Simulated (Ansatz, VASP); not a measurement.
## InSb in VASP and in Ansatz

```
In Sb
1.0
    -2.94474    2.94474    1.63638
     2.94474   -2.94474    1.63638
     2.94474    2.94474   -1.63638
In Sb
1 1
Direct
  0.25000 0.75000 0.50000
  0.00000 0.00000 0.00000
```

Alike in both runs: task single point; functional LDA; k mesh 6 × 6 × 6; occupations gaussian, width 0.1 eV; no spin polarisation.

|  | VASP | Ansatz |
| --- | --- | --- |
| version | VASP 6.6.1 | Ansatz 0.2.0 |
| potentials or method | VASP PAW LDA potentials, release 64 (In_d, Sb), cutoff 500 eV | scalar-relativistic, plane waves, PAW |
| valence electrons in the cell | 18 | 28 |

|  | VASP | Ansatz | Ansatz less VASP |
| --- | --- | --- | --- |
| gap on the k mesh at the Fermi level (eV) | none | none | - |
| pressure (GPa) | -4.1 | -4.1 | -0.02 |
| traceless stress, the component that is largest in VASP (GPa) | -2.12 | -2.13 | -0.010 |

LDA's correlation is that of Perdew and Zunger in VASP and of Perdew and Wang (1992) in Ansatz. A gap of «none» marks a metal or a gap that the smearing closes. VASP's potentials hold 18 valence electrons a cell and Ansatz's 28, so a difference there can come from the potentials and not from the codes.

The k mesh is coarse, so the values compare programs but aren't converged. Neither program's run includes spin-orbit coupling.
